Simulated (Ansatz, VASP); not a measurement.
## Hf: VASP beside Ansatz

```
CELL_PARAMETERS angstrom
3.09679 0.00000 0.00000
-1.54840 2.68190 0.00000
0.00000 0.00000 5.01680
ATOMIC_POSITIONS crystal
Hf 0.33333 0.66667 0.25000
Hf 0.66667 0.33333 0.75000
```

Alike in both runs: task relaxation of cell and atoms; functional LDA; k mesh 16 × 16 × 9; occupations fermi-dirac, width 0.1 eV; no spin polarisation.

```csv
,VASP,Ansatz
version,VASP 6.6.1,Ansatz 0.2.0
potentials or method,"VASP PAW LDA potentials, release 64 (Hf_pv)","PAW with Ansatz's default frozen-core files, scalar-relativistic"
plane-wave cutoff (eV),600,420
valence electrons in the cell,20,52
```

```tsv
	VASP	Ansatz	Ansatz less VASP
relaxed volume (Å³/atom)	20.84	20.83	-0.016
relaxed cell length with the largest relative difference (Å)	3.119	3.117	-0.0013
```

LDA's correlation is that of Perdew and Zunger in VASP and of Perdew and Wang (1992) in Ansatz. VASP's potentials hold 20 valence electrons a cell and Ansatz's 52, so a difference there can come from the potentials and not from the codes.

Neither program's run includes spin-orbit coupling.
